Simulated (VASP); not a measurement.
# BN (m.b) (F-43m) in VASP: single point with PBE

Aim: the single point of BN (m.b) with PBE.

Program: VASP 6.6.1. These are calculated values, not measurements. Logs are shortened: lines on timing, memory, paths and dates and some standing lists are left out, and cuts for length are marked.

## (1) The cell of the first run

The structure is cubic, space group F-43m (No. 216). The conventional cell has a = 3.624 Å, b = 3.624 Å, c = 3.624 Å, α = 90.00°, β = 90.00°, γ = 90.00°. Within 2.1 Å of B (site symmetry -43m) lie 4 N at 1.57 Å. N (site symmetry -43m) has 4 B at 1.57 Å within 2.1 Å.

## (2) Single point, PBE

The input, INCAR:

```
PREC     = Accurate       # precision mode
ENCUT    = 600            # plane-wave cutoff, eV
EDIFF    = 1E-6           # SCF threshold, eV
ISMEAR   = 0              # smearing method
SIGMA    = 0.02           # smearing width, eV
LREAL    = False          # projectors in reciprocal space
LASPH    = True           # aspherical terms in the spheres
NELM     = 120            # most SCF steps
ALGO     = Normal         # electronic algorithm
ISIF     = 2              # what is computed and relaxed
LWAVE    = False          # write WAVECAR
LCHARG   = False          # write CHGCAR
GGA      = PE             # functional
NBANDS   = 11             # bands
GGA_COMPAT= False
```

The input, KPOINTS:

```
regular mesh
0
Gamma
  12 12 12
```

The input, POSCAR:

```
BN
1.0
    0.0000000000      1.8120264350      1.8120264350
    1.8120264350      0.0000000000      1.8120264350
    1.8120264350      1.8120264350      0.0000000000
B N
1 1
Direct
    0.0000000000      0.0000000000      0.0000000000
    0.2500000000      0.2500000000      0.2500000000
```

Potentials or basis: VASP PAW PBE potentials, release 64 (B, N).

Started as:

```console
$ cat potpaw_PBE.64/B/POTCAR potpaw_PBE.64/N/POTCAR > POTCAR
$ mpirun -np 1 vasp_std > vasp.out
```

OUTCAR:

```text
PREC = Accurate
   ENCUT = 600
   EDIFF = 1E-6
   ISMEAR = 0
   LREAL = False
   LASPH = True
   NELM = 120
   ISIF = 2
   GGA = PE

 ion  position               nearest neighbor table
   1  0.000  0.000  0.000-   2 1.57   2 1.57   2 1.57   2 1.57
   2  0.250  0.250  0.250-   1 1.57   1 1.57   1 1.57   1 1.57

  LATTYP: Found a face centered cubic cell.
 ALAT       =     3.6240528700

  Lattice vectors:

 A1 = (   0.0000000000,   1.8120264350,   1.8120264350)
 A2 = (   1.8120264350,   0.0000000000,   1.8120264350)
 A3 = (   1.8120264350,   1.8120264350,   0.0000000000)

Analysis of symmetry for initial positions (statically):
=====================================================================
 Subroutine PRICEL returns:
 Original cell was already a primitive cell.

 Routine SETGRP: Setting up the symmetry group for a
 face centered cubic supercell.

 Subroutine GETGRP returns: Found 24 space group operations
 (whereof 24 operations were pure point group operations)
 out of a pool of 48 trial point group operations.

The static configuration has the point symmetry T_d .

Analysis of symmetry for dynamics (positions and initial velocities):
=====================================================================
 Subroutine PRICEL returns:
 Original cell was already a primitive cell.

 Routine SETGRP: Setting up the symmetry group for a
 face centered cubic supercell.

 Subroutine GETGRP returns: Found 24 space group operations
 (whereof 24 operations were pure point group operations)
 out of a pool of 48 trial point group operations.

The dynamic configuration has the point symmetry T_d .

 Subroutine INISYM returns: Found 24 space group operations
 (whereof 24 operations are pure point group operations),
 and found     1 'primitive' translations

----------------------------------------------------------------------------------------

                                     Primitive cell

  volume of cell :      11.8994

  direct lattice vectors                    reciprocal lattice vectors
     0.000000000  1.812026435  1.812026435    -0.275934164  0.275934164  0.275934164
     1.812026435  0.000000000  1.812026435     0.275934164 -0.275934164  0.275934164
     1.812026435  1.812026435  0.000000000     0.275934164  0.275934164 -0.275934164

  length of vectors
     2.562592360  2.562592360  2.562592360     0.477931992  0.477931992  0.477931992

  position of ions in fractional coordinates (direct lattice)
     0.000000000  0.000000000  0.000000000
[... 81 lines left out ...]
   NSW    =      0    number of steps for IOM
   IBRION =     -1    ionic relax: 0-MD 1-quasi-New 2-CG
   NFREE  =      0    steps in history (QN), initial steepest desc. (CG)
   ISIF   =      2    stress and relaxation
   ISYM   =      2    0-nonsym 1-usesym 2-fastsym
   POTIM  = 0.5000    time-step for ionic-motion
   TEBEG  =    0.0;   TEEND  =   0.0 temperature during run
   PSTRESS=    0.0 pullay stress
   NELECT =       8.0000    total number of electrons
   NUPDOWN=      -1.0000    fix difference up-down
   EMIN   =  10.00;   EMAX   =-10.00  energy-range for DOS
   EFERMI =   0.00;   METHOD = LEGACY
   ISMEAR =     0;   SIGMA  =   0.02  broadening in eV -4-tet -1-fermi 0-gaus
   EFERMI_NEDOS =   21; number of points for ismear=-14 and -15
   IALGO  =     38    algorithm
   IMIX   =      4    mixing-type and parameters
     AMIX     =   0.40;   BMIX     =  1.00
     AMIX_MAG =   1.60;   BMIX_MAG =  1.00
  volume/ion in A,a.u.               =       5.95        40.15
  Fermi-wavevector in a.u.,A,eV,Ry     =   1.434158  2.710165 27.984583  2.056809
  Thomas-Fermi vector in A             =   2.553597
   LORBIT       =      0    0 simple, 1 ext, 2 COOP (PROOUT), +10 PAW based schemes
   GGA     = PE    functional components
   LHFCALC =     F    Hartree Fock is set to
   AEXX    =    0.0000 exact exchange contribution
   IVDW    =     0    specifies the selected vdW correction
   LEPSILON=     F    determine dielectric tensor
   LRPA    =     F    only Hartree local field effects (RPA)
 non-spin polarized calculation
 Gauss-broadening in eV      SIGMA  =   0.02
  energy-cutoff  :      600.00
  volume of cell :       11.90
 maximum number of plane-waves:       415
   NGX = 11   NGY = 11   NGZ = 11

 number of electron       7.9999999 magnetization

 Free energy of the ion-electron system (eV)
  ---------------------------------------------------
  ext. energy  EPLUGINS =         0.00000000
  ---------------------------------------------------
  free energy    TOTEN  =       -17.45462751 eV

  energy without entropy =      -17.45462751  energy(sigma->0) =      -17.45462751

 E-fermi :   7.4119     XC(G=0): -12.7852

 val. band max:        7.3103989790   @ k =   0.0000   0.0000   0.0000
 cond. band min:      11.7619036032   @ k =   0.5000   0.5000   0.0000
 fundamental gap:      4.4515046242
 Fermi energy:         7.4119491755

 k-point     1 :       0.0000    0.0000    0.0000
  band No.  band energies     occupation
      1     -12.8353      2.00000
      2       7.3104      2.00000
      3       7.3104      2.00000
      4       7.3104      2.00000
      5      16.0944      0.00000
      6      16.0944      0.00000
      7      16.0944      0.00000
      8      17.5386      0.00000
      9      31.9220      0.00000
     10      34.9855      0.00000
     11      34.9855      0.00000
[... 309 lines left out ...]
 k-point    24 :      -0.4167    0.1667    0.0000
  band No.  band energies     occupation
      1      -8.2934      2.00000
      2      -2.6228      2.00000
      3       3.2126      2.00000
      4       4.7627      2.00000
      5      16.5856      0.00000
      6      19.4236      0.00000
      7      19.4970      0.00000
      8      22.9029      0.00000
      9      28.2717      0.00000
     10      32.5681      0.00000
     11      33.8400      0.00000

 [... further k-points ...]
[... 5 lines left out ...]
  --------------------------------------------------------------------------------------
  -------------------------------------------------------------------------------------
  Total        0.0122591      0.0122591      0.0122591     -0.0000000      0.0000000      0.0000000
  in kB        1.6506103      1.6506103      1.6506103     -0.0000000      0.0000000      0.0000000
  external PRESSURE =       1.6506103 kB  Pullay stress =       0.0000000 kB

 VOLUME and BASIS-vectors are now :
 -----------------------------------------------------------------------------
  energy-cutoff  :      600.00
  volume of cell :       11.90
      direct lattice vectors                 reciprocal lattice vectors
     0.000000000  1.812026435  1.812026435    -0.275934164  0.275934164  0.275934164
     1.812026435  0.000000000  1.812026435     0.275934164 -0.275934164  0.275934164
     1.812026435  1.812026435  0.000000000     0.275934164  0.275934164 -0.275934164

 POSITION                                       TOTAL-FORCE (eV/Angst)
 -----------------------------------------------------------------------------------
      0.00000      0.00000      0.00000        -0.000000      0.000000     -0.000000
      0.90601      0.90601      0.90601         0.000000     -0.000000      0.000000
 -----------------------------------------------------------------------------------
    total drift:                                0.000000      0.000000      0.000000

  FREE ENERGIE OF THE ION-ELECTRON SYSTEM (eV)
  ---------------------------------------------------
  free  energy   TOTEN  =       -17.4546275076 eV

  energy  without entropy=      -17.4546275076  energy(sigma->0) =      -17.45462751
```

OSZICAR:

```text
N       E                     dE             d eps       ncg     rms          rms(c)
DAV:   1     0.135619210763E+02    0.13562E+02   -0.54116E+03  1648   0.811E+02
DAV:   2    -0.177808952267E+02   -0.31343E+02   -0.30194E+02  1914   0.186E+02
DAV:   3    -0.184079928134E+02   -0.62710E+00   -0.62620E+00  1889   0.213E+01
DAV:   4    -0.184088009594E+02   -0.80815E-03   -0.80813E-03  1713   0.851E-01
DAV:   5    -0.184088017312E+02   -0.77186E-06   -0.77185E-06  1857   0.264E-02    0.664E+00
DAV:   6    -0.175378316608E+02    0.87097E+00   -0.29542E+00  1769   0.104E+01    0.321E+00
DAV:   7    -0.174684141447E+02    0.69418E-01   -0.99621E-02  1770   0.265E+00    0.190E+00
DAV:   8    -0.174543555131E+02    0.14059E-01   -0.35597E-02  1766   0.138E+00    0.188E-01
DAV:   9    -0.174545330669E+02   -0.17755E-03   -0.95521E-04  1689   0.264E-01    0.829E-02
DAV:  10    -0.174546222090E+02   -0.89142E-04   -0.12541E-04  1739   0.102E-01    0.153E-02
DAV:  11    -0.174546274352E+02   -0.52261E-05   -0.88930E-06  1797   0.251E-02    0.104E-02
DAV:  12    -0.174546275076E+02   -0.72408E-07   -0.14730E-06  1026   0.900E-03
   1 F= -.17454628E+02 E0= -.17454628E+02  d E =-.124548E-15
```

stdout:

```text
POSCAR found type information on POSCAR B N
 POSCAR found :  2 types and       2 ions
 scaLAPACK will be used
 LDA part: xc-table for (Slater+PW92), standard interpolation
 POSCAR, INCAR and KPOINTS ok, starting setup
 FFT: planning ... GRIDC
 FFT: planning ... GRID_SOFT
 FFT: planning ... GRID
 WAVECAR not read
 entering main loop
```

Run time: 9.6 s. Hardware: 1 thread of AMD EPYC 9R45 (Zen 5), shared host; peak memory 0.09 GiB.

Results:

* Free energy: -17.4546 eV
* Pressure: 0.2 GPa
* Band gap on the k mesh: 4.45 eV, indirect (least direct gap 8.78 eV)

A k mesh can miss the band edges. A hybrid or GW would open this gap; PBE tends to underestimate it.
